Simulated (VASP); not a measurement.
# Pt in VASP: single point with PBE

Aim: the single point of Pt with PBE.

All numbers are computed with VASP 6.6.1; they aren't measurements. Logs are shortened: lines on timing, memory, paths and dates and some standing lists are left out, and cuts for length are marked.

**1. The cell of the first run**

The cell holds a slab with vacuum, 26 atoms: a = 2.775 Å, b = 10.746 Å, c = 27.772 Å, α = 90.00°, β = 90.00°, γ = 82.58°.

**2. Single point, PBE**

The input, INCAR:

```
SYSTEM = Pt
PREC = Accurate ; ENCUT = 520
EDIFF = 1E-7 ; ISMEAR = 0
SIGMA = 0.1 ; LREAL = Auto
LASPH = .True. ; NELM = 80
ALGO = Normal ; ISIF = 2
LWAVE = .False. ; LCHARG = .False.
LDIPOL = .True. ; IDIPOL = 3
DIPOL = 0.5 0.5 0.500 ; GGA = PE
NBANDS = 149 ; ISYM = 0
LUSENCCL = .False.
```

The input, KPOINTS:

```
Automatic mesh
0
Gamma
  16 4 1
  0 0 0
```

The input, POSCAR:

```
Pt
1.0
    2.7746870094      0.0000000000      0.0000000000
    1.3873435047     10.6563876619      0.0000000000
    0.0000000000      0.0000000000     27.7715321672
Pt
26
Direct
   -0.0067142430      0.0121561653      0.2702474001
    0.3864904543      0.2257567845      0.2850873822
    0.7800643740      0.4384035787      0.3002244091
    0.1736504198      0.6512843480      0.3165079414
    0.5661038228      0.8668062542      0.3336716554
    0.9534732365      0.0925431925      0.3625984386
    0.3402353093      0.3187848583      0.3786033135
    0.7291740536      0.5408440906      0.3950176573
    0.1194314561      0.7604334046      0.4123084111
    0.5123366215      0.9747489336      0.4357966953
    0.9004554497      0.1987151976      0.4539651766
    0.2880083522      0.4238239704      0.4704289590
    0.6769732880      0.6462030580      0.4889886775
    0.0687893415      0.8622715179      0.5110113273
    0.4577543198      0.0846506136      0.5295710392
    0.8453072468      0.3097593787      0.5460348231
    0.2334260794      0.5337256342      0.5642033081
    0.6263312083      0.7480411667      0.5876915943
    0.0165886509      0.9676304987      0.6049823375
    0.4055274253      0.1896897259      0.6213966850
    0.7922895312      0.4159313837      0.6374015640
    0.1796589064      0.6416683187      0.6663283461
    0.5721123118      0.8571902335      0.6834920479
    0.9656983639      0.0700709931      0.6997755891
    0.3592722924      0.2827177840      0.7149126210
    0.7524769813      0.4963184068      0.7297526003
```

Potentials or basis: VASP PAW PBE potentials, release 64 (Pt).

The run is started by

```sh
$ cat potpaw_PBE.64/Pt/POTCAR > POTCAR
$ mpirun -np 1 vasp_std > vasp.out
```

OUTCAR:

```text
SYSTEM = Pt
   PREC = Accurate
   ENCUT = 520
   EDIFF = 1E-7
   ISMEAR = 0
   LREAL = Auto
   LASPH = .True.
   NELM = 80
   ISIF = 2
   GGA = PE
   ISYM = 0

 ion  position               nearest neighbor table
   1  0.993  0.012  0.270-   2 2.70   2 2.70   6 2.70   5 2.72   5 2.73
   2  0.386  0.226  0.285-   3 2.69   3 2.69   1 2.70   1 2.70   7 2.78   6 2.93   6 2.93
   3  0.780  0.438  0.300-   2 2.69   2 2.69   4 2.70   4 2.70   8 2.85   7 2.88   7 2.88
   4  0.174  0.651  0.317-   3 2.70   3 2.70   5 2.72   5 2.73   8 2.84   8 2.84   9 2.90
   5  0.566  0.867  0.334-   4 2.72   1 2.72   1 2.73   4 2.73   9 2.82   9 2.82   6 2.89   6 2.89
                            10 3.06
   6  0.953  0.093  0.363-   1 2.70  10 2.76  10 2.76  11 2.78   7 2.82   7 2.82   5 2.89   5 2.89
                             2 2.93   2 2.93
   7  0.340  0.319  0.379-   2 2.78   8 2.78   8 2.78  12 2.78   6 2.82   6 2.82  11 2.82  11 2.82
                             3 2.88   3 2.88
   8  0.729  0.541  0.395-   9 2.76   9 2.76   7 2.78   7 2.78  12 2.80  12 2.81   4 2.84   4 2.84
                            13 2.84   3 2.85
   9  0.119  0.760  0.412-  10 2.75  10 2.75   8 2.76   8 2.76  13 2.82  13 2.82   5 2.82   5 2.82
                             4 2.90  14 2.95
  10  0.512  0.975  0.436-   9 2.75   9 2.75   6 2.76   6 2.76  14 2.78  14 2.78  11 2.81  11 2.81
                            15 2.86   5 3.06
  11  0.900  0.199  0.454-   6 2.78  15 2.79  15 2.80  10 2.81  10 2.81  12 2.81  12 2.81  16 2.82
                             7 2.82   7 2.82
[... 10 lines left out ...]
  17  0.233  0.534  0.564-  18 2.75  18 2.75  21 2.76  21 2.76  13 2.78  13 2.78  16 2.81  16 2.81
                            12 2.86  22 3.06
  18  0.626  0.748  0.588-  17 2.75  17 2.75  19 2.76  19 2.76  14 2.82  14 2.82  22 2.82  22 2.82
                            23 2.90  13 2.95
  19  0.017  0.968  0.605-  18 2.76  18 2.76  20 2.78  20 2.78  15 2.80  15 2.81  23 2.84  23 2.84
                            14 2.84  24 2.85
  20  0.406  0.190  0.621-  25 2.78  19 2.78  19 2.78  15 2.78  21 2.82  21 2.82  16 2.82  16 2.82
                            24 2.88  24 2.88
  21  0.792  0.416  0.637-  26 2.70  17 2.76  17 2.76  16 2.78  20 2.82  20 2.82  22 2.89  22 2.89
                            25 2.93  25 2.93
  22  0.180  0.642  0.666-  23 2.72  26 2.72  26 2.73  23 2.73  18 2.82  18 2.82  21 2.89  21 2.89
                            17 3.06
  23  0.572  0.857  0.683-  24 2.70  24 2.70  22 2.72  22 2.73  19 2.84  19 2.84  18 2.90
  24  0.966  0.070  0.700-  25 2.69  25 2.69  23 2.70  23 2.70  19 2.85  20 2.88  20 2.88
  25  0.359  0.283  0.715-  24 2.69  24 2.69  26 2.70  26 2.70  20 2.78  21 2.93  21 2.93
  26  0.752  0.496  0.730-  25 2.70  25 2.70  21 2.70  22 2.72  22 2.73

IMPORTANT INFORMATION: All symmetrisations will be switched off!
NOSYMM: (Re-)initialisation of all symmetry stuff for point group C_1.

----------------------------------------------------------------------------------------

                                     Primitive cell

  volume of cell :     821.1526

  direct lattice vectors                    reciprocal lattice vectors
     2.774687009  0.000000000  0.000000000     0.360401010 -0.046920215  0.000000000
     1.387343505 10.656387662  0.000000000     0.000000000  0.093840430  0.000000000
     0.000000000  0.000000000 27.771532167     0.000000000  0.000000000  0.036008096

  length of vectors
     2.774687009 10.746316578 27.771532167     0.363442422  0.093840430  0.036008096

  position of ions in fractional coordinates (direct lattice)
     0.993285757  0.012156165  0.270247400
     0.386490454  0.225756784  0.285087382
     0.780064374  0.438403579  0.300224409
     0.173650420  0.651284348  0.316507941
     0.566103823  0.866806254  0.333671655
     0.953473237  0.092543193  0.362598439
[... 18 lines left out ...]
     0.359272292  0.282717784  0.714912621
     0.752476981  0.496318407  0.729752600

  ion indices of the primitive-cell ions
   primitive index   ion index
                 1           1
                 2           2
                 3           3
                 4           4
                 5           5
                 6           6
[... 18 lines left out ...]
                25          25
                26          26

----------------------------------------------------------------------------------------

 KPOINTS: Automatic mesh

Automatic generation of k-mesh.
 Grid dimensions read from file:
 generate k-points for:   16    4    1

 Generating k-lattice:

  Cartesian coordinates                     Fractional coordinates (reciprocal lattice)
     0.022525063 -0.002932513  0.000000000     0.062500000  0.000000000  0.000000000
     0.000000000  0.023460107  0.000000000     0.000000000  0.250000000  0.000000000
     0.000000000  0.000000000  0.036008096     0.000000000  0.000000000  1.000000000
[... 28 lines left out ...]

 Subroutine IBZKPT returns following result:
 ===========================================

 Found     34 irreducible k-points:

 Following reciprocal coordinates:
            Coordinates               Weight
  0.000000  0.000000  0.000000      1.000000
  0.062500  0.000000  0.000000      2.000000
  0.125000  0.000000  0.000000      2.000000
  0.187500  0.000000  0.000000      2.000000
  0.250000  0.000000  0.000000      2.000000
  0.312500  0.000000  0.000000      2.000000
[... 16 lines left out ...]
 -0.187500  0.250000  0.000000      2.000000
 -0.125000  0.250000  0.000000      2.000000
 [... further k-points ...]
   k-points           NKPTS =     34   k-points in BZ     NKDIM =     34   number of bands    NBANDS=    149
   number of dos      NEDOS =    301   number of ions     NIONS =     26
   total plane-waves  NPLWV = 403200
   dimension x,y,z NGX =    24 NGY =   80 NGZ =  210
   dimension x,y,z NGXF=    48 NGYF=  160 NGZF=  420
   ions per type =              26
   NGX,Y,Z   is equivalent  to a cutoff of  14.38, 12.38, 12.57 a.u.
   NGXF,Y,Z  is equivalent  to a cutoff of  28.76, 24.75, 25.14 a.u.
 SYSTEM =  Pt
   PREC   = accura    normal or accurate (medium, high low for compatibility)
   ISTART =      0    job   : 0-new  1-cont  2-samecut
   ICHARG =      2    charge: 1-file 2-atom 10-const
   ISPIN  =      1    spin polarized calculation?
   LNONCOLLINEAR =      F non collinear calculations
   LSORBIT =      F    spin-orbit coupling
   LASPH  =      T    aspherical Exc in radial PAW
   ENCUT  =  520.0 eV  38.22 Ry    6.18 a.u.   5.16 19.98 51.64*2*pi/ulx,y,z
   NELM   =     80;   NELMIN=  2; NELMDL= -5     # of ELM steps
   EDIFF  = 0.1E-06   stopping-criterion for ELM
   LREAL  =      T    real-space projection
   EDIFFG = 0.1E-05   stopping-criterion for IOM
   NSW    =      0    number of steps for IOM
   IBRION =     -1    ionic relax: 0-MD 1-quasi-New 2-CG
   NFREE  =      0    steps in history (QN), initial steepest desc. (CG)
   ISIF   =      2    stress and relaxation
   ISYM   =      0    0-nonsym 1-usesym 2-fastsym
   POTIM  = 0.5000    time-step for ionic-motion
   TEBEG  =    0.0;   TEEND  =   0.0 temperature during run
   PSTRESS=    0.0 pullay stress
   NELECT =     260.0000    total number of electrons
   NUPDOWN=      -1.0000    fix difference up-down
   EMIN   =  10.00;   EMAX   =-10.00  energy-range for DOS
   EFERMI =   0.00;   METHOD = LEGACY
   ISMEAR =     0;   SIGMA  =   0.10  broadening in eV -4-tet -1-fermi 0-gaus
   EFERMI_NEDOS =   21; number of points for ismear=-14 and -15
   IALGO  =     38    algorithm
   IMIX   =      4    mixing-type and parameters
     AMIX     =   0.40;   BMIX     =  1.00
     AMIX_MAG =   1.60;   BMIX_MAG =  1.00
  volume/ion in A,a.u.               =      31.58       213.13
  Fermi-wavevector in a.u.,A,eV,Ry     =   1.115813  2.108580 16.939772  1.245038
  Thomas-Fermi vector in A             =   2.252421
   LORBIT       =      0    0 simple, 1 ext, 2 COOP (PROOUT), +10 PAW based schemes
   GGA     = PE    functional components
   LHFCALC =     F    Hartree Fock is set to
   AEXX    =    0.0000 exact exchange contribution
   IVDW    =     0    specifies the selected vdW correction
   LEPSILON=     F    determine dielectric tensor
   LRPA    =     F    only Hartree local field effects (RPA)
 non-spin polarized calculation
 Gauss-broadening in eV      SIGMA  =   0.10
  energy-cutoff  :      520.00
  volume of cell :      821.15
 maximum number of plane-waves:     22204
 NGX is ok and might be reduce to    24
   NGX = 11   NGY = 39   NGZ =103

 dipolmoment           0.000000      0.000000      0.000000 electrons x Angstroem

 number of electron     260.0000011 magnetization

 dipolmoment           0.000000      0.000000     -0.000001 electrons x Angstroem

 Free energy of the ion-electron system (eV)
  ---------------------------------------------------
  ext. energy  EPLUGINS =         0.00000000
  ---------------------------------------------------
  free energy    TOTEN  =      -152.87796667 eV

  energy without entropy =     -152.62209448  energy(sigma->0) =     -152.75003057

 E-fermi :   2.3969     XC(G=0):  -7.2046

 val. band max:        2.3961643915   @ k =   0.2500   0.5000   0.0000
 cond. band min:       2.3972096988   @ k =  -0.4375   0.2500   0.0000
 fundamental gap:      0.0010453073
 Fermi energy:         2.3969263079

 k-point     1 :       0.0000    0.0000    0.0000
  band No.  band energies     occupation
      1      -7.2002      2.00000
      2      -6.4614      2.00000
      3      -5.6281      2.00000
      4      -5.6277      2.00000
      5      -5.5749      2.00000
      6      -5.0477      2.00000
[... 3469 lines left out ...]
    141       2.7661      0.00000
    142       2.9057      0.00000

 [... further k-points ...]

 [bands above 142 left out]

------------------------ aborting loop because EDIFF is reached ----------------------------------------

 vacuum level on the upper side and lower side of the slab       (xc-potential included)        -0.070        -0.070

  FORCE on cell =-STRESS in cart. coord.  units (eV):
  Direction    XX          YY          ZZ          XY          YZ          ZX
  --------------------------------------------------------------------------------------
  -------------------------------------------------------------------------------------
  Total      -10.9893537     -3.2077179     -1.3618153      0.0592512     -0.0171238     -0.0051561
  in kB      -21.4416835     -6.2586822     -2.6570820      0.1156069     -0.0334107     -0.0100602
  external PRESSURE =     -10.1191492 kB  Pullay stress =       0.0000000 kB

 VOLUME and BASIS-vectors are now :
 -----------------------------------------------------------------------------
  energy-cutoff  :      520.00
  volume of cell :      821.15
      direct lattice vectors                 reciprocal lattice vectors
     2.774687009  0.000000000  0.000000000     0.360401010 -0.046920215  0.000000000
     1.387343505 10.656387662  0.000000000     0.000000000  0.093840430  0.000000000
     0.000000000  0.000000000 27.771532167     0.000000000  0.000000000  0.036008096

 POSITION                                       TOTAL-FORCE (eV/Angst)
 -----------------------------------------------------------------------------------
      2.77292      0.12954      7.50518        -0.001154      0.006694      0.027996
      1.38559      2.40575      7.91731         0.000669     -0.000345      0.021697
      2.77265      4.67180      8.33769        -0.000764     -0.006941      0.023824
      1.38538      6.94034      8.78991         0.005504     -0.006319      0.020631
      2.77332      9.23702      9.26657         0.000116      0.000244      0.001990
      2.77398      0.98618     10.06991        -0.001965     -0.000671     -0.006353
[... 18 lines left out ...]
      1.38909      3.01275     19.85422        -0.000274     -0.001054     -0.024296
      2.77645      5.28896     20.26635        -0.000864     -0.007815     -0.029404
 -----------------------------------------------------------------------------------
    total drift:                                0.003193      0.011796     -0.011264

  FREE ENERGIE OF THE ION-ELECTRON SYSTEM (eV)
  ---------------------------------------------------
  free  energy   TOTEN  =      -152.8779666678 eV

  energy  without entropy=     -152.6220944773  energy(sigma->0) =     -152.75003057

 vacuum level on the upper side and lower side of the slab         7.888         7.888
```

Run time: 26 min. Hardware: 1 × NVIDIA H100 80GB with 1 thread of AMD EPYC 7R13 (Zen 3), shared host; peak memory 3.3 GiB.

What came out:

```yaml
Free_energy: -152.8780 eV
Largest_force: 0.030 eV/Å
Band_gap_on_the_k_mesh: zero (bands 130 and 131 overlap by 0.80 eV)
```

Forces on the atoms (eV/Å):
```
Pt  -0.001  0.007  0.028
Pt   0.001  0.000  0.022
Pt  -0.001 -0.007  0.024
Pt   0.006 -0.006  0.021
Pt   0.000  0.000  0.002
Pt  -0.002 -0.001 -0.006
Pt  -0.001  0.001 -0.003
Pt   0.003  0.003  0.001
Pt  -0.004  0.004  0.000
Pt   0.002  0.000  0.001
Pt  -0.002  0.002  0.000
Pt  -0.004  0.003 -0.001
Pt   0.003 -0.001  0.002
Pt  -0.002  0.001  0.003
Pt  -0.003 -0.002  0.001
Pt   0.004  0.003  0.000
Pt   0.000  0.001 -0.001
Pt   0.001 -0.001  0.001
Pt   0.000 -0.003 -0.002
Pt  -0.004 -0.004  0.003
Pt   0.002  0.000  0.004
Pt   0.004  0.001 -0.007
Pt  -0.002  0.005 -0.021
Pt   0.003  0.004 -0.018
Pt   0.000 -0.001 -0.024
Pt  -0.001 -0.008 -0.029
```

Caveat: spin-orbit coupling is left out, which moves the levels of the heavy elements.
